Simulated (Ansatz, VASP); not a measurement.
**Two plane-wave programs on Sr**

The input INCAR:

```
PREC = Accurate
ENCUT = 520
EDIFF = 1E-7
ISMEAR = 0
SIGMA = 0.15
LREAL = F
LASPH = T
NELM = 100
ALGO = Fast
ISIF = 2
LWAVE = F
LCHARG = F
GGA = CA
NBANDS = 11
```

File KPOINTS:

```
regular mesh
0
Gamma
  14 14 14
```

POSCAR

```
Sr
1.0
   -2.3522500000      2.3522500000      2.4613750000
    2.3522500000     -2.3522500000      2.4613750000
    2.3522500000      2.3522500000     -2.4613750000
Sr
1
Direct
    0.0000000000      0.0000000000      0.0000000000
```

Input for Ansatz:

```yaml
crystal:
  lattice:
    - [-2.35225, 2.35225, 2.461375]
    - [2.35225, -2.35225, 2.461375]
    - [2.35225, 2.35225, -2.461375]
  atoms:
    - { symbol: Sr, position: [0.0, 0.0, 0.0] }
basis:
  ecutwfc: 420
kpoints:
  mp_grid: { grid: [14, 14, 14] }
hamiltonian:
  xc: lda
scf:
  occupations: { method: gaussian, width: 0.15 }
output:
  forces: true
  stress: true
  eigenvalues: true
```

Change from the starting cell: strain -0.030 along x and y, +0.015 along z, atoms carried along.

Alike in both runs: task single point; functional LDA; k mesh 14 × 14 × 14; occupations gaussian, width 0.15 eV; no spin polarisation.

|  | VASP | Ansatz |
| --- | --- | --- |
| version | VASP 6.6.1 | Ansatz 0.2.0 |
| potentials or method | VASP PAW LDA potentials, release 64 (Sr_sv), cutoff 520 eV | scalar-relativistic, plane waves, PAW |
| valence electrons in the cell | 10 | 10 |

|  | VASP | Ansatz | Ansatz less VASP |
| --- | --- | --- | --- |
| gap on the k mesh at the Fermi level (eV) | none | none | - |
| pressure (GPa) | -1.5 | -1.5 | +0.01 |

LDA's correlation is that of Perdew and Zunger in VASP and of Perdew and Wang (1992) in Ansatz. A gap of «none» marks a metal or a gap that the smearing closes.
